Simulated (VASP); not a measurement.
# InH3 (P6/mmm) in VASP: a series of runs

The runs below take InH3 through single point, with PBE.

All numbers are computed with VASP 6.6.1; they aren't measurements. Logs are shortened: lines on timing, memory, paths and dates and some standing lists are left out, and cuts for length are marked.

### Step 1. The cell of the first run

Symmetry: P6/mmm, No. 191, hexagonal system. The conventional cell has a = 2.915 Å, b = 2.915 Å, c = 5.314 Å, α = 90.00°, β = 90.00°, γ = 120.00°. In (site symmetry 6/mmm) has 6 In at 2.91 Å and 24 H at 3.03 to 3.66 Å within 3.8 Å. H (site symmetry mmm) has 4 H at 1.46 Å within 1.9 Å.

The cell was built from a structure type or drawn by symmetry, and may not be a known phase.

### Step 2. Single point, PBE

Input file INCAR:

```
PREC = Accurate ; ENCUT = 520
EDIFF = 1E-6 ; ISMEAR = 0
SIGMA = 0.1 ; LREAL = F
LASPH = T ; NELM = 60
ALGO = Normal ; ISIF = 2
LWAVE = F ; LCHARG = F
GGA = PE ; NBANDS = 16
```

Input file KPOINTS:

```
regular mesh
0
Gamma
  6 6 4
```

Input file POSCAR:

```
InH3
1.0
    2.9146778464      0.0000000024      0.0000000000
   -1.4573389253      2.5241850576      0.0000000000
    0.0000000000      0.0000000000      5.3138428241
In H
1 3
Direct
    0.0000000000      0.0000000000      0.0000000000
    0.5000000000      0.0000000000      0.5000000000
    0.0000000000      0.5000000000      0.5000000000
    0.5000000000      0.5000000000      0.5000000000
```

Potentials or basis: VASP PAW PBE potentials, release 64 (In_d, H).

Command:

```sh
cat potpaw_PBE.64/In_d/POTCAR potpaw_PBE.64/H/POTCAR > POTCAR
mpirun -np 1 vasp_std > vasp.out
```

OUTCAR:

```text
PREC = Accurate
   ENCUT = 520
   EDIFF = 1E-6
   ISMEAR = 0
   LREAL = F
   LASPH = T
   NELM = 60
   ISIF = 2
   GGA = PE

 ion  position               nearest neighbor table
   1  0.000  0.000  0.000-
   2  0.500  0.000  0.500-
   3  0.000  0.500  0.500-
   4  0.500  0.500  0.500-

  LATTYP: Found a hexagonal cell.
 ALAT       =     2.9146778464
 C/A-ratio  =     1.8231321278

  Lattice vectors:

 A1 = (   2.9146778464,   0.0000000024,   0.0000000000)
 A2 = (  -1.4573389253,   2.5241850576,   0.0000000000)
 A3 = (   0.0000000000,   0.0000000000,   5.3138428241)

Analysis of symmetry for initial positions (statically):
=====================================================================
 Subroutine PRICEL returns:
 Original cell was already a primitive cell.

 Routine SETGRP: Setting up the symmetry group for a
 hexagonal supercell.

 Subroutine GETGRP returns: Found 24 space group operations
 (whereof 24 operations were pure point group operations)
 out of a pool of 24 trial point group operations.

The static configuration has the point symmetry D_6h.

Analysis of symmetry for dynamics (positions and initial velocities):
=====================================================================
 Subroutine PRICEL returns:
 Original cell was already a primitive cell.

 Routine SETGRP: Setting up the symmetry group for a
 hexagonal supercell.

 Subroutine GETGRP returns: Found 24 space group operations
 (whereof 24 operations were pure point group operations)
 out of a pool of 24 trial point group operations.

The dynamic configuration has the point symmetry D_6h.

 Subroutine INISYM returns: Found 24 space group operations
 (whereof 24 operations are pure point group operations),
 and found     1 'primitive' translations

----------------------------------------------------------------------------------------

                                     Primitive cell

  volume of cell :      39.0949

  direct lattice vectors                    reciprocal lattice vectors
     2.914677846  0.000000002  0.000000000     0.343091090  0.198083734  0.000000000
    -1.457338925  2.524185058  0.000000000    -0.000000000  0.396167467  0.000000000
     0.000000000  0.000000000  5.313842824     0.000000000  0.000000000  0.188187726

  length of vectors
     2.914677846  2.914677846  5.313842824     0.396167467  0.396167467  0.188187726

  position of ions in fractional coordinates (direct lattice)
     0.000000000  0.000000000  0.000000000
     0.500000000  0.000000000  0.500000000
     0.000000000  0.500000000  0.500000000
     0.500000000  0.500000000  0.500000000

  ion indices of the primitive-cell ions
   primitive index   ion index
                 1           1
                 2           2
                 3           3
                 4           4

----------------------------------------------------------------------------------------

 KPOINTS: regular mesh

Automatic generation of k-mesh.
 Grid dimensions read from file:
 generate k-points for:    6    6    4

 Generating k-lattice:

  Cartesian coordinates                     Fractional coordinates (reciprocal lattice)
     0.057181848  0.033013956  0.000000000     0.166666667  0.000000000  0.000000000
    -0.000000000  0.066027911  0.000000000     0.000000000  0.166666667  0.000000000
     0.000000000  0.000000000  0.047046932     0.000000000  0.000000000  0.250000000

  Length of vectors
     0.066027911  0.066027911  0.047046932

  Shift w.r.t. Gamma in fractional coordinates (k-lattice)
     0.000000000  0.000000000  0.000000000

 Subroutine IBZKPT returns following result:
 ===========================================

 Found     21 irreducible k-points:

 Following reciprocal coordinates:
            Coordinates               Weight
  0.000000  0.000000  0.000000      1.000000
  0.166667 -0.000000  0.000000      6.000000
  0.333333 -0.000000  0.000000      6.000000
  0.500000 -0.000000  0.000000      3.000000
  0.166667  0.166667  0.000000      6.000000
  0.333333  0.166667  0.000000     12.000000
[... 13 lines left out ...]
  0.333333  0.166667  0.500000     12.000000
  0.333333  0.333333  0.500000      2.000000
   k-points           NKPTS =     21   k-points in BZ     NKDIM =     21   number of bands    NBANDS=     16
   number of dos      NEDOS =    301   number of ions     NIONS =      4
   total plane-waves  NPLWV =  23040
   dimension x,y,z NGX =    24 NGY =   24 NGZ =   40
   dimension x,y,z NGXF=    48 NGYF=   48 NGZF=   80
   ions per type =               1   3
   NGX,Y,Z   is equivalent  to a cutoff of  13.69, 13.69, 12.51 a.u.
   NGXF,Y,Z  is equivalent  to a cutoff of  27.38, 27.38, 25.03 a.u.
 SYSTEM =  unknown system
   PREC   = accura    normal or accurate (medium, high low for compatibility)
   ISTART =      0    job   : 0-new  1-cont  2-samecut
   ICHARG =      2    charge: 1-file 2-atom 10-const
   ISPIN  =      1    spin polarized calculation?
   LNONCOLLINEAR =      F non collinear calculations
   LSORBIT =      F    spin-orbit coupling
   LASPH  =      T    aspherical Exc in radial PAW
   ENCUT  =  520.0 eV  38.22 Ry    6.18 a.u.   5.42  5.42  9.88*2*pi/ulx,y,z
   NELM   =     60;   NELMIN=  2; NELMDL= -5     # of ELM steps
   EDIFF  = 0.1E-05   stopping-criterion for ELM
   LREAL  =      F    real-space projection
   EDIFFG = 0.1E-04   stopping-criterion for IOM
   NSW    =      0    number of steps for IOM
   IBRION =     -1    ionic relax: 0-MD 1-quasi-New 2-CG
   NFREE  =      0    steps in history (QN), initial steepest desc. (CG)
   ISIF   =      2    stress and relaxation
   ISYM   =      2    0-nonsym 1-usesym 2-fastsym
   POTIM  = 0.5000    time-step for ionic-motion
   TEBEG  =    0.0;   TEEND  =   0.0 temperature during run
   PSTRESS=    0.0 pullay stress
   NELECT =      16.0000    total number of electrons
   NUPDOWN=      -1.0000    fix difference up-down
   EMIN   =  10.00;   EMAX   =-10.00  energy-range for DOS
   EFERMI =   0.00;   METHOD = LEGACY
   ISMEAR =     0;   SIGMA  =   0.10  broadening in eV -4-tet -1-fermi 0-gaus
   EFERMI_NEDOS =   21; number of points for ismear=-14 and -15
   IALGO  =     38    algorithm
   IMIX   =      4    mixing-type and parameters
     AMIX     =   0.40;   BMIX     =  1.00
     AMIX_MAG =   1.60;   BMIX_MAG =  1.00
  volume/ion in A,a.u.               =       9.77        65.96
  Fermi-wavevector in a.u.,A,eV,Ry     =   1.215462  2.296890 20.100534  1.477348
  Thomas-Fermi vector in A             =   2.350848
   LORBIT       =      0    0 simple, 1 ext, 2 COOP (PROOUT), +10 PAW based schemes
   GGA     = PE    functional components
   LHFCALC =     F    Hartree Fock is set to
   AEXX    =    0.0000 exact exchange contribution
   IVDW    =     0    specifies the selected vdW correction
   LEPSILON=     F    determine dielectric tensor
   LRPA    =     F    only Hartree local field effects (RPA)
 non-spin polarized calculation
 Gauss-broadening in eV      SIGMA  =   0.10
  energy-cutoff  :      520.00
  volume of cell :       39.09
 maximum number of plane-waves:      1087
 NGX is ok and might be reduce to    24
   NGX = 11   NGY = 11   NGZ = 19

 number of electron      16.0000006 magnetization

 Free energy of the ion-electron system (eV)
  ---------------------------------------------------
  ext. energy  EPLUGINS =         0.00000000
  ---------------------------------------------------
  free energy    TOTEN  =        -9.50166598 eV

  energy without entropy =       -9.49842234  energy(sigma->0) =       -9.50004416

 E-fermi :   5.4648     XC(G=0):  -9.9266

 val. band max:        5.3492211199   @ k =   0.3333   0.3333   0.2500
 cond. band min:       5.5421677287   @ k =   0.3333   0.3333   0.5000
 fundamental gap:      0.1929466087
 Fermi energy:         5.4647725529

 k-point     1 :       0.0000    0.0000    0.0000
  band No.  band energies     occupation
      1     -10.2391      2.00000
      2      -9.9984      2.00000
      3      -9.9984      2.00000
      4      -9.4950      2.00000
      5      -9.4950      2.00000
      6      -5.8717      2.00000
[... 8 lines left out ...]
     15      19.3655      0.00000
     16      21.9030      0.00000

 k-point     2 :       0.1667   -0.0000    0.0000
  band No.  band energies     occupation
      1     -10.1673      2.00000
      2      -9.9761      2.00000
      3      -9.8128      2.00000
      4      -9.6306      2.00000
      5      -9.5219      2.00000
      6      -5.2256      2.00000
[... 8 lines left out ...]
     15      18.9740      0.00000
     16      19.9791      0.00000

 k-point     3 :       0.3333   -0.0000    0.0000
  band No.  band energies     occupation
      1     -10.3382      2.00000
      2      -9.8832      2.00000
      3      -9.6496      2.00000
      4      -9.5755      2.00000
      5      -9.4223      2.00000
      6      -3.2865      2.00000
[... 8 lines left out ...]
     15      19.9532      0.00000
     16      20.4930      0.00000

 k-point     4 :       0.5000   -0.0000    0.0000
  band No.  band energies     occupation
      1     -10.4367      2.00000
      2     -10.0013      2.00000
      3      -9.6021      2.00000
      4      -9.4884      2.00000
      5      -9.2163      2.00000
      6      -0.9418      2.00000
[... 8 lines left out ...]
     15      20.1141      0.00000
     16      20.1566      0.00000
[... 267 lines left out ...]
 k-point    19 :       0.1667    0.1667    0.5000
  band No.  band energies     occupation
      1     -10.1047      2.00000
      2      -9.9488      2.00000
      3      -9.8059      2.00000
      4      -9.5883      2.00000
      5      -9.4948      2.00000
      6      -3.2556      2.00000
[... 8 lines left out ...]
     15      20.1449      0.00000
     16      22.2972      0.00000

 k-point    20 :       0.3333    0.1667    0.5000
  band No.  band energies     occupation
      1     -10.1961      2.00000
      2      -9.9439      2.00000
      3      -9.6724      2.00000
      4      -9.6169      2.00000
      5      -9.3620      2.00000
      6      -0.9952      2.00000
[... 8 lines left out ...]
     15      18.2531      0.00000
     16      18.7012      0.00000

 k-point    21 :       0.3333    0.3333    0.5000
  band No.  band energies     occupation
      1      -9.8456      2.00000
      2      -9.8456      2.00000
      3      -9.7634      2.00000
      4      -9.7634      2.00000
      5      -9.5626      2.00000
      6       1.2743      2.00000
[... 8 lines left out ...]
     15      17.0510      0.00000
     16      17.0510      0.00000

------------------------ aborting loop because EDIFF is reached ----------------------------------------

  FORCE on cell =-STRESS in cart. coord.  units (eV):
  Direction    XX          YY          ZZ          XY          YZ          ZX
  --------------------------------------------------------------------------------------
  -------------------------------------------------------------------------------------
  Total       -0.0478970     -0.0478970     -0.0499332      0.0000000     -0.0000000      0.0000000
  in kB       -1.9629016     -1.9629016     -2.0463484      0.0000000     -0.0000000      0.0000000
  external PRESSURE =      -1.9907172 kB  Pullay stress =       0.0000000 kB

 VOLUME and BASIS-vectors are now :
 -----------------------------------------------------------------------------
  energy-cutoff  :      520.00
  volume of cell :       39.09
      direct lattice vectors                 reciprocal lattice vectors
     2.914677846  0.000000002  0.000000000     0.343091090  0.198083734  0.000000000
    -1.457338925  2.524185058  0.000000000    -0.000000000  0.396167467  0.000000000
     0.000000000  0.000000000  5.313842824     0.000000000  0.000000000  0.188187726

 POSITION                                       TOTAL-FORCE (eV/Angst)
 -----------------------------------------------------------------------------------
      0.00000      0.00000      0.00000        -0.000000      0.000000      0.000000
      1.45734      0.00000      2.65692         0.000000      0.000000      0.000000
     -0.72867      1.26209      2.65692        -0.000000      0.000000      0.000000
      0.72867      1.26209      2.65692        -0.000000      0.000000      0.000000
 -----------------------------------------------------------------------------------
    total drift:                                0.000000      0.000000      0.000000

  FREE ENERGIE OF THE ION-ELECTRON SYSTEM (eV)
  ---------------------------------------------------
  free  energy   TOTEN  =        -9.5016659834 eV

  energy  without entropy=       -9.4984223365  energy(sigma->0) =       -9.50004416
```

It took 5.4 s on 1 thread of Intel Xeon 6975P-C (Granite Rapids), shared host; peak memory 0.16 GiB.

Results:

| Property | Result |
| --- | --- |
| Free energy | -9.5017 eV |
| Pressure | -0.2 GPa |
| Band gap on the k mesh | zero (bands 8 and 9 overlap by 3.76 eV) |

Caveat: the k points lie up to 0.41 Å⁻¹ apart, too coarse for converged energies and pressures of a metal; spin-orbit coupling is left out, which moves the levels of the heavy elements.

(Part 1 of 2 ends here.)
